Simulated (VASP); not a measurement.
A run of VASP 6.6.1:

Contents of POSCAR:

```
BiRh
1.0
    3.9476799837      0.0000000000      0.0000000000
   -1.9738399919      3.4187911519      0.0000000000
    0.0000000000      0.0000000000      5.4813196921
Bi Rh
2 2
Direct
    0.3333333333      0.6666666667      0.2500000000
    0.6666666667      0.3333333333      0.7500000000
    0.0000000000      0.0000000000      0.0000000000
    0.0000000000      0.0000000000      0.5000000000
```

File INCAR.step1:

```
PREC = Accurate
ENCUT = 520
ISMEAR = 0
SIGMA = 0.1
LREAL = F
LASPH = T
NELM = 60
NBANDS = 38
GGA = PE
ALGO = Normal
EDIFF = 1E-4
LWAVE = T
LCHARG = F
```

The input INCAR.step2:

```
PREC = Accurate
ENCUT = 520
EDIFF = 1E-6
ISMEAR = 0
SIGMA = 0.1
LREAL = F
LASPH = T
NELM = 60
ALGO = Normal
ISIF = 2
LWAVE = F
LCHARG = F
METAGGA = R2SCAN
LMIXTAU = T
NBANDS = 38
ISTART = 1
```

KPOINTS

```
regular mesh
0
Gamma
  12 12 8
```

Potentials or basis: VASP PAW PBE potentials, release 64 (Bi_d, Rh_pv).

Command:

```console
$ cat potpaw_PBE.64/Bi_d/POTCAR potpaw_PBE.64/Rh_pv/POTCAR > POTCAR
$ cp INCAR.step1 INCAR
$ mpirun -np 1 vasp_std > vasp.out
$ cp INCAR.step2 INCAR
$ mpirun -np 1 vasp_std > vasp.out
```

Hardware: 1 thread of Intel(R) Xeon(R) Platinum 8488C (Sapphire Rapids) (shared host).

Question: How long does it take, and how much memory?

Answer: Wall time 8.8 min on 1 thread of Intel(R) Xeon(R) Platinum 8488C (Sapphire Rapids), on a shared host, peak memory 0.35 GiB. Counts: k points 95.
